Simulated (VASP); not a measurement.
Write the native input for VASP 6.6.1 that does the following.

| Item | Value |
| --- | --- |
| Task | single point |
| Functional | PBEsol |
| Potentials or basis | VASP PAW PBE potentials, release 64 (Na_pv, I) |
| Cutoff | 500 eV |
| k mesh | 6 × 6 × 6 |
| Occupations | gaussian, width 0.01 eV |
| Spin | no spin polarisation |
| Dipole correction | no |
| Further INCAR settings | ALGO = Normal; EDIFF = 1e-06; NBANDS = 14 |

The structure of NaI lies in POSCAR:

```
NaI
1.0
    0.0000000000      3.2017215475      3.2017215475
    3.2017215475      0.0000000000      3.2017215475
    3.2017215475      3.2017215475      0.0000000000
Na I
1 1
Direct
    0.0000000000      0.0000000000      0.0000000000
    0.5000000000      0.5000000000      0.5000000000
```

The input as run:

INCAR

```
SYSTEM = NaI
ALGO = Normal
EDIFF = 1E-6
ENCUT = 500
GGA = PS
GGA_COMPAT = .False.
ISIF = 2
ISMEAR = 0
LASPH = .True.
LCHARG = .False.
LREAL = .False.
LWAVE = .False.
NBANDS = 14
NELM = 120
PREC = Accurate
SIGMA = 0.01
```

KPOINTS

```
k-points
0
Gamma
  6 6 6
  0 0 0
```

Potentials or basis: VASP PAW PBE potentials, release 64 (Na_pv, I).

Run with:

```bash
$ cat potpaw_PBE.64/Na_pv/POTCAR potpaw_PBE.64/I/POTCAR > POTCAR
$ mpirun -np 1 vasp_std > vasp.out
```

It gave:

| Item | Value |
| --- | --- |
| Pressure | 0.0 GPa |
| Band gap on the k mesh | 3.59 eV, direct |

Caveat: the PAW data sets were made with another functional, which shifts forces and pressure a little; spin-orbit coupling is left out, which moves the levels of the heavy elements.

Wall time 24 s on 1 thread of Intel Xeon 8259CL, with other jobs on the host, peak memory 0.21 GiB.
